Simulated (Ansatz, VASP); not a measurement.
**Ge in VASP and in Ansatz**

```
CELL_PARAMETERS angstrom
3.12274 0.00000 0.00000
-1.56137 2.70437 0.00000
0.00000 0.00000 10.32028
ATOMIC_POSITIONS crystal
Ge 0.00000 0.00000 0.00000
Ge 0.00000 0.00000 0.50000
Ge 0.33333 0.66667 0.25000
Ge 0.66667 0.33333 0.75000
```

Alike in both runs: task single point; functional BLYP; k mesh 13 × 13 × 4; occupations fermi-dirac, width 0.1 eV; no spin polarisation.

```csv
,VASP,Ansatz
version,VASP 6.6.1,Ansatz 0.2.0
potentials or method,"VASP PAW PBE potentials, release 64 (Ge_d), cutoff 520 eV","plane waves (420 eV) with PAW, scalar-relativistic"
valence electrons in the cell,56,56
```

Ansatz gave:

- pressure (GPa): -0.2
- traceless stress, the component that is largest in VASP (GPa): 0.44

**Question.** What did VASP give for the same quantities?

**Answer.** Pressure (GPa): -0.1; traceless stress, the component that is largest in VASP (GPa): 0.44.

VASP's potentials were made for PBE, not for BLYP. With one functional, cell and mesh, what is left measures potentials, basis and numerics.
